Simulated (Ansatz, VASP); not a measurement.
## Cu in VASP and in Ansatz

File INCAR:

```
PREC = Accurate ; ENCUT = 520
EDIFF = 1E-6 ; ISMEAR = 0
SIGMA = 0.15 ; LREAL = F
LASPH = T ; NELM = 80
ALGO = Normal ; ISIF = 2
LWAVE = F ; LCHARG = F
GGA = PS ; NBANDS = 12
```

The input KPOINTS:

```
Automatic mesh
0
Gamma
  28 28 28
```

Contents of POSCAR:

```
Cu
1.0
    0.0000000000      1.8707703092      1.8707703092
    1.8707703092      0.0000000000      1.8707703092
    1.8707703092      1.8707703092      0.0000000000
Cu
1
Direct
    0.0000000000      0.0000000000      0.0000000000
```

Input for Ansatz:

```yaml
crystal:
  lattice:
    - [0.0, 1.8707703092, 1.8707703092]
    - [1.8707703092, 0.0, 1.8707703092]
    - [1.8707703092, 1.8707703092, 0.0]
  atoms:
    - { symbol: Cu, position: [0.0, 0.0, 0.0] }
basis:
  ecutwfc: 420
kpoints:
  mp_grid: { grid: [28, 28, 28] }
hamiltonian:
  xc: pbesol
scf:
  occupations: { method: gaussian, width: 0.15 }
output:
  forces: true
  stress: true
  eigenvalues: true
```

Change from the starting cell: strain +0.050 along x and y, +0.050 along z, atoms carried along.

Alike in both runs: task single point; functional PBEsol; k mesh 28 × 28 × 28; occupations gaussian, width 0.15 eV; no spin polarisation.

|  | VASP | Ansatz |
| --- | --- | --- |
| version | VASP 6.6.1 | Ansatz 0.2.0 |
| potentials or method | VASP PAW PBE potentials, release 64 (Cu), cutoff 520 eV | scalar-relativistic, plane waves, PAW |
| valence electrons in the cell | 11 | 19 |

|  | VASP | Ansatz | Ansatz less VASP |
| --- | --- | --- | --- |
| gap on the k mesh at the Fermi level (eV) | none | none | - |
| pressure (GPa) | -16.4 | -17.0 | -0.66 |

VASP's potentials were made for PBE, not for PBEsol. A gap of «none» marks a metal or a gap that the smearing closes. The functional is the same, so the differences come from potentials, cutoffs and numerics. VASP's potentials hold 11 valence electrons a cell and Ansatz's 19, so a difference there can come from the potentials and not from the codes.
